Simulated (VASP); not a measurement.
# CuI (F-43m) in VASP: further runs, part 2 of 2

VASP 6.6.1.

## Step 3: Single point, r2SCAN

This run uses another cell than the first one, of 28.09 Å³/atom.

POSCAR reads:

```
CuI
1.0
    0.0000000000      3.0398547062      3.0398547062
    3.0398547062      0.0000000000      3.0398547062
    3.0398547062      3.0398547062      0.0000000000
Cu I
1 1
Direct
    0.7500000000      0.7500000000      0.7500000000
    0.0000000000      0.0000000000      0.0000000000
```

INCAR.step1 reads:

```
SYSTEM = CuI
PREC = Accurate
ENCUT = 520
ISMEAR = 0
SIGMA = 0.05
LREAL = .False.
LASPH = .True.
NELM = 60
NBANDS = 16
GGA = PE
ALGO = Normal
EDIFF = 1E-4
LWAVE = .True.
LCHARG = .False.
```

INCAR.step2 reads:

```
SYSTEM = CuI
PREC = Accurate
ENCUT = 520
EDIFF = 1E-6
ISMEAR = 0
SIGMA = 0.05
LREAL = .False.
LASPH = .True.
NELM = 60
ALGO = Normal
ISIF = 2
LWAVE = .False.
LCHARG = .False.
METAGGA = R2SCAN
LMIXTAU = .True.
NBANDS = 16
ISTART = 1
```

KPOINTS reads:

```
regular mesh
0
Gamma
  6 6 6
  0 0 0
```

Potentials or basis: VASP PAW PBE potentials, release 64 (Cu, I).

Run with:

```sh
$ cat potpaw_PBE.64/Cu/POTCAR potpaw_PBE.64/I/POTCAR > POTCAR
$ cp INCAR.step1 INCAR
$ mpirun -np 1 vasp_std > vasp.out
$ cp INCAR.step2 INCAR
$ mpirun -np 1 vasp_std > vasp.out
```

OUTCAR:

```text
SYSTEM = CuI
   PREC = Accurate
   ENCUT = 520
   EDIFF = 1E-6
   ISMEAR = 0
   LREAL = .False.
   LASPH = .True.
   NELM = 60
   ISIF = 2
   METAGGA = R2SCAN
   ISTART = 1

 ion  position               nearest neighbor table
   1  0.750  0.750  0.750-   2 2.63   2 2.63   2 2.63   2 2.63
   2  0.000  0.000  0.000-   1 2.63   1 2.63   1 2.63   1 2.63

  LATTYP: Found a face centered cubic cell.
 ALAT       =     6.0797094124

  Lattice vectors:

 A1 = (   0.0000000000,   3.0398547062,   3.0398547062)
 A2 = (   3.0398547062,   0.0000000000,   3.0398547062)
 A3 = (   3.0398547062,   3.0398547062,   0.0000000000)

Analysis of symmetry for initial positions (statically):
=====================================================================
 Subroutine PRICEL returns:
 Original cell was already a primitive cell.

 Routine SETGRP: Setting up the symmetry group for a
 face centered cubic supercell.

 Subroutine GETGRP returns: Found 24 space group operations
 (whereof 24 operations were pure point group operations)
 out of a pool of 48 trial point group operations.

The static configuration has the point symmetry T_d .

Analysis of symmetry for dynamics (positions and initial velocities):
=====================================================================
 Subroutine PRICEL returns:
 Original cell was already a primitive cell.

 Routine SETGRP: Setting up the symmetry group for a
 face centered cubic supercell.

 Subroutine GETGRP returns: Found 24 space group operations
 (whereof 24 operations were pure point group operations)
 out of a pool of 48 trial point group operations.

The dynamic configuration has the point symmetry T_d .

 Subroutine INISYM returns: Found 24 space group operations
 (whereof 24 operations are pure point group operations),
 and found     1 'primitive' translations

----------------------------------------------------------------------------------------

                                     Primitive cell

  volume of cell :      56.1809

  direct lattice vectors                    reciprocal lattice vectors
     0.000000000  3.039854706  3.039854706    -0.164481545  0.164481545  0.164481545
     3.039854706  0.000000000  3.039854706     0.164481545 -0.164481545  0.164481545
     3.039854706  3.039854706  0.000000000     0.164481545  0.164481545 -0.164481545

  length of vectors
     4.299003753  4.299003753  4.299003753     0.284890394  0.284890394  0.284890394

  position of ions in fractional coordinates (direct lattice)
     0.750000000  0.750000000  0.750000000
     0.000000000  0.000000000  0.000000000

  ion indices of the primitive-cell ions
   primitive index   ion index
                 1           1
                 2           2

----------------------------------------------------------------------------------------

 KPOINTS: regular mesh

Automatic generation of k-mesh.
 Grid dimensions read from file:
 generate k-points for:    6    6    6

 Generating k-lattice:

  Cartesian coordinates                     Fractional coordinates (reciprocal lattice)
    -0.027413591  0.027413591  0.027413591     0.166666667  0.000000000  0.000000000
     0.027413591 -0.027413591  0.027413591     0.000000000  0.166666667  0.000000000
     0.027413591  0.027413591 -0.027413591     0.000000000  0.000000000  0.166666667

  Length of vectors
     0.047481732  0.047481732  0.047481732

  Shift w.r.t. Gamma in fractional coordinates (k-lattice)
     0.000000000  0.000000000  0.000000000

 Subroutine IBZKPT returns following result:
 ===========================================

 Found     16 irreducible k-points:

 Following reciprocal coordinates:
            Coordinates               Weight
  0.000000  0.000000  0.000000      1.000000
  0.166667  0.000000  0.000000      8.000000
  0.333333  0.000000  0.000000      8.000000
  0.500000  0.000000  0.000000      4.000000
  0.166667  0.166667  0.000000      6.000000
  0.333333  0.166667  0.000000     24.000000
[... 8 lines left out ...]
 -0.333333  0.333333  0.166667     24.000000
 -0.333333  0.500000  0.166667     12.000000
   k-points           NKPTS =     16   k-points in BZ     NKDIM =     16   number of bands    NBANDS=     16
   number of dos      NEDOS =    301   number of ions     NIONS =      2
   total plane-waves  NPLWV =  32768
   dimension x,y,z NGX =    32 NGY =   32 NGZ =   32
   dimension x,y,z NGXF=    64 NGYF=   64 NGZF=   64
   ions per type =               1   1
   NGX,Y,Z   is equivalent  to a cutoff of  12.37, 12.37, 12.37 a.u.
   NGXF,Y,Z  is equivalent  to a cutoff of  24.75, 24.75, 24.75 a.u.
 SYSTEM =  CuI
   PREC   = accura    normal or accurate (medium, high low for compatibility)
   ISTART =      1    job   : 0-new  1-cont  2-samecut
   ICHARG =      0    charge: 1-file 2-atom 10-const
   ISPIN  =      1    spin polarized calculation?
   LNONCOLLINEAR =      F non collinear calculations
   LSORBIT =      F    spin-orbit coupling
   LASPH  =      T    aspherical Exc in radial PAW
   ENCUT  =  520.0 eV  38.22 Ry    6.18 a.u.   7.99  7.99  7.99*2*pi/ulx,y,z
   NELM   =     60;   NELMIN=  2; NELMDL=  0     # of ELM steps
   EDIFF  = 0.1E-05   stopping-criterion for ELM
   LREAL  =      F    real-space projection
   EDIFFG = 0.1E-04   stopping-criterion for IOM
   NSW    =      0    number of steps for IOM
   IBRION =     -1    ionic relax: 0-MD 1-quasi-New 2-CG
   NFREE  =      0    steps in history (QN), initial steepest desc. (CG)
   ISIF   =      2    stress and relaxation
   ISYM   =      2    0-nonsym 1-usesym 2-fastsym
   POTIM  = 0.5000    time-step for ionic-motion
   TEBEG  =    0.0;   TEEND  =   0.0 temperature during run
   PSTRESS=    0.0 pullay stress
   NELECT =      18.0000    total number of electrons
   NUPDOWN=      -1.0000    fix difference up-down
   EMIN   =  10.00;   EMAX   =-10.00  energy-range for DOS
   EFERMI =   0.00;   METHOD = LEGACY
   ISMEAR =     0;   SIGMA  =   0.05  broadening in eV -4-tet -1-fermi 0-gaus
   EFERMI_NEDOS =   21; number of points for ismear=-14 and -15
   IALGO  =     38    algorithm
   IMIX   =      4    mixing-type and parameters
     AMIX     =   0.40;   BMIX     =  1.00
     AMIX_MAG =   1.60;   BMIX_MAG =  1.00
  volume/ion in A,a.u.               =      28.09       189.56
  Fermi-wavevector in a.u.,A,eV,Ry     =   1.120219  2.116907 17.073816  1.254890
  Thomas-Fermi vector in A             =   2.256864
   LORBIT       =      0    0 simple, 1 ext, 2 COOP (PROOUT), +10 PAW based schemes
   METAGGA = R2SCAN    functional components
   LHFCALC =     F    Hartree Fock is set to
   AEXX    =    0.0000 exact exchange contribution
   IVDW    =     0    specifies the selected vdW correction
   LEPSILON=     F    determine dielectric tensor
   LRPA    =     F    only Hartree local field effects (RPA)
 non-spin polarized calculation
 Gauss-broadening in eV      SIGMA  =   0.05
  energy-cutoff  :      520.00
  volume of cell :       56.18
 maximum number of plane-waves:      1527
   NGX = 15   NGY = 15   NGZ = 15

 number of electron      18.0000011 magnetization

 Free energy of the ion-electron system (eV)
  ---------------------------------------------------
  ext. energy  EPLUGINS =         0.00000000
  ---------------------------------------------------
  free energy    TOTEN  =       -35.78824840 eV

  energy without entropy =      -35.78824840  energy(sigma->0) =      -35.78824840

 E-fermi :   4.4563     XC(G=0):  -9.4086

 val. band max:        4.1705543388   @ k =   0.0000   0.0000   0.0000
 cond. band min:       5.7609402060   @ k =   0.0000   0.0000   0.0000
 fundamental gap:      1.5903858672
 Fermi energy:         4.4562586657

 k-point     1 :       0.0000    0.0000    0.0000
  band No.  band energies     occupation
      1     -10.3087      2.00000
      2       0.4082      2.00000
      3       0.4082      2.00000
      4       0.4082      2.00000
      5       2.3714      2.00000
      6       2.3714      2.00000
[... 8 lines left out ...]
     15      14.1497      0.00000
     16      14.1497      0.00000
[... 267 lines left out ...]
 k-point    16 :      -0.3333    0.5000    0.1667
  band No.  band energies     occupation
      1      -9.5457      2.00000
      2      -1.2509      2.00000
      3      -0.2590      2.00000
      4       0.1942      2.00000
      5       2.3177      2.00000
      6       2.3197      2.00000
[... 8 lines left out ...]
     15      16.1591      0.00000
     16      16.8124      0.00000

------------------------ aborting loop because EDIFF is reached ----------------------------------------

  FORCE on cell =-STRESS in cart. coord.  units (eV):
  Direction    XX          YY          ZZ          XY          YZ          ZX
  --------------------------------------------------------------------------------------
  -------------------------------------------------------------------------------------
  Total       -0.4119537     -0.4119537     -0.4119537      0.0000000     -0.0000000     -0.0000000
  in kB      -11.7481787    -11.7481787    -11.7481787      0.0000000     -0.0000000     -0.0000000
  external PRESSURE =     -11.7481787 kB  Pullay stress =       0.0000000 kB

 VOLUME and BASIS-vectors are now :
 -----------------------------------------------------------------------------
  energy-cutoff  :      520.00
  volume of cell :       56.18
      direct lattice vectors                 reciprocal lattice vectors
     0.000000000  3.039854706  3.039854706    -0.164481545  0.164481545  0.164481545
     3.039854706  0.000000000  3.039854706     0.164481545 -0.164481545  0.164481545
     3.039854706  3.039854706  0.000000000     0.164481545  0.164481545 -0.164481545

 POSITION                                       TOTAL-FORCE (eV/Angst)
 -----------------------------------------------------------------------------------
      4.55978      4.55978      4.55978        -0.000000     -0.000000     -0.000000
      0.00000      0.00000      0.00000         0.000000      0.000000      0.000000
 -----------------------------------------------------------------------------------
    total drift:                                0.000007      0.000007      0.000007

  FREE ENERGIE OF THE ION-ELECTRON SYSTEM (eV)
  ---------------------------------------------------
  free  energy   TOTEN  =       -35.7882484026 eV

  energy  without entropy=      -35.7882484026  energy(sigma->0) =      -35.78824840
```

OUTCAR.step1:

```text
SYSTEM = CuI
   PREC = Accurate
   ENCUT = 520
   ISMEAR = 0
   LREAL = .False.
   LASPH = .True.
[... 514 lines left out ...]
      4.55978      4.55978      4.55978        -0.000000     -0.000000     -0.000000
      0.00000      0.00000      0.00000         0.000000      0.000000      0.000000
 -----------------------------------------------------------------------------------
    total drift:                               -0.000000     -0.000000     -0.000000

  FREE ENERGIE OF THE ION-ELECTRON SYSTEM (eV)
  ---------------------------------------------------
  free  energy   TOTEN  =        -5.5604050454 eV

  energy  without entropy=       -5.5604050454  energy(sigma->0) =       -5.56040505
```

OSZICAR.step1:

```text
N       E                     dE             d eps       ncg     rms          rms(c)
DAV:   1     0.944565437007E+02    0.94457E+02   -0.75430E+03   512   0.118E+03
DAV:   2     0.663602664981E+00   -0.93793E+02   -0.84088E+02   528   0.230E+02
DAV:   3    -0.559338389612E+01   -0.62570E+01   -0.61540E+01   664   0.628E+01
DAV:   4    -0.576244951532E+01   -0.16907E+00   -0.16898E+00   624   0.967E+00
DAV:   5    -0.577191415963E+01   -0.94646E-02   -0.94642E-02   752   0.260E+00    0.520E+00
DAV:   6    -0.569740363279E+01    0.74511E-01   -0.25666E+00   544   0.428E+01    0.333E+00
DAV:   7    -0.556093786653E+01    0.13647E+00   -0.62078E-01   568   0.256E+01    0.164E+00
DAV:   8    -0.556220382598E+01   -0.12660E-02   -0.32693E-02   792   0.238E+00    0.424E-01
DAV:   9    -0.556021622194E+01    0.19876E-02   -0.74589E-03   656   0.253E+00    0.133E-01
DAV:  10    -0.556040065312E+01   -0.18443E-03   -0.58503E-04   608   0.151E-01    0.322E-02
DAV:  11    -0.556040504538E+01   -0.43923E-05   -0.12807E-04   496   0.318E-01
   1 F= -.55604050E+01 E0= -.55604050E+01  d E =-.102997E-13
```

Run time: 31 s. Hardware: 1 thread of Intel Xeon Platinum 8488C (Sapphire Rapids), shared host; peak memory 0.19 GiB.

What came out:

| Quantity | Value |
| --- | --- |
| Free energy | -35.7882 eV |
| Pressure | -1.2 GPa |
| Band gap on the k mesh | 1.59 eV |

Levels at points of the mesh, in eV from the valence-band top:
```
           k point  band 7  band 8  band 9  band 10  band 11  band 12
(0.00, 0.00, 0.00)    0.00    0.00    0.00     1.59     5.25     5.25
(0.50, 0.00, 0.00)   -1.74   -0.70   -0.70     2.54     5.75     5.75
(0.50, 0.50, 0.00)   -1.71   -1.47   -1.47     2.96     3.19     9.73
```

Caveat: the PAW data sets were made with another functional, which shifts forces and pressure a little; spin-orbit coupling is left out, which moves the levels of the heavy elements.
